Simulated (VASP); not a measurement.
# Pt: single point with LDA

The system is Pt.

```
CELL_PARAMETERS angstrom
0.00000 2.17565 1.69918
2.17565 0.00000 1.69918
2.17565 2.17565 0.00000
ATOMIC_POSITIONS crystal
Pt 0.00000 0.00000 0.00000
```

This cell differs from its parent crystal: volume 16.086 Å^3 an atom, c/a of the conventional cell 0.7810.

- Program: VASP 6.6.1
- Task: single point
- Functional: LDA
- Potentials or basis: VASP PAW LDA potentials, release 64 (Pt)
- Cutoff: 520 eV
- k mesh: 22 × 22 × 22
- Occupations: gaussian, width 0.15 eV
- Spin: no spin polarisation
- Dipole correction: no
- Further INCAR settings: ALGO = Fast; EDIFF = 1e-06; NBANDS = 11

The pressure is -18.1 GPa. The band gap on the k mesh is zero (band 5 reaches 10.80 eV, above the bottom of band 6 at 8.83 eV).

Stress tensor (GPa, compression positive):
```
-20.04   0.00   0.00
  0.00 -20.04   0.00
  0.00   0.00 -14.35
```

Levels at points of the mesh, in eV from the Fermi level:
```
           k point  band 2  band 3  band 4  band 5  band 6  band 7  band 8  band 9
(0.00, 0.00, 0.00)   -3.62   -3.62   -2.85   -1.54   -0.61   16.00   17.70   17.70
(0.50, 0.00, 0.00)   -4.48   -1.76   -0.52    0.12    0.86    5.86   13.64   16.41
(0.50, 0.50, 0.00)   -5.88    0.32    0.56    0.56    5.72    8.58    8.58   12.00
(0.50, 0.00, 0.50)   -5.32   -0.51   -0.34    0.74    1.06    6.69   12.51   14.11
```

Wall time 75 s on 1 thread of Intel(R) Xeon(R) Platinum 8488C (Sapphire Rapids) (shared host), peak memory 0.25 GiB.

Caveat: spin-orbit coupling is left out, which moves the levels of the heavy elements.
